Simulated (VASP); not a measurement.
A run of VASP 6.6.1 is set up as follows.

INCAR

```
SYSTEM = SnO
PREC = Accurate
ENCUT = 520
EDIFF = 1E-7
ISMEAR = 0
SIGMA = 0.05
LREAL = .FALSE.
LASPH = .TRUE.
NELM = 80
ALGO = Normal
ISIF = 2
LWAVE = .FALSE.
LCHARG = .TRUE.
LDIPOL = .TRUE.
IDIPOL = 3
DIPOL = 0.5 0.5 0.399
GGA = PE
IVDW = 12
LELF = .TRUE.
LVHAR = .TRUE.
LVACPOTAV = .TRUE.
NBANDS = 50
```

File KPOINTS:

```
Automatic mesh
0
G
  7 7 1
  0 0 0
```

Contents of POSCAR:

```
SnO
1.0
    3.8201630918      0.0000000000      0.0000000000
    0.0000000000      3.8201630918      0.0000000000
    0.0000000000      0.0000000000     22.2260821141
Sn O
4 4
Direct
    0.7500000000      0.2500000000      0.2024648328
    0.2500000000      0.7500000000      0.3087832134
    0.2500000000      0.8750000000      0.4887519537
   -0.2500000000      1.3750000000      0.5950703343
    0.2500000000      0.2500000000      0.2556240231
    0.7500000000      0.7500000000      0.2556240231
   -0.2500000000      0.8750000000      0.5419111440
    0.2500000000      1.3750000000      0.5419111440
```

Potentials or basis: VASP PAW PBE potentials, release 64 (Sn_d, O).

Command:

```console
$ cat potpaw_PBE.64/Sn_d/POTCAR potpaw_PBE.64/O/POTCAR > POTCAR
$ mpirun -np 1 vasp_std > vasp.out
```

Problem. Predict the dispersion energy per atom.

Solution. -0.157 eV.

Problem. Estimate the largest force.

Solution. 0.083 eV/Å.

Problem. What does it give for the band gap on the k mesh?

Solution. 2.23 eV, indirect (least direct gap 2.47 eV).

Forces in eV/Å, atoms in the order of the input:
```
Sn   0.000 -0.006 -0.083
Sn   0.000 -0.038 -0.050
Sn   0.000  0.038  0.050
Sn   0.000  0.006  0.083
O    0.000 -0.030 -0.006
O    0.000  0.012 -0.005
O    0.000 -0.012  0.005
O    0.000  0.030  0.006
```

Caveat: spin-orbit coupling is left out, which moves the levels of the heavy elements.
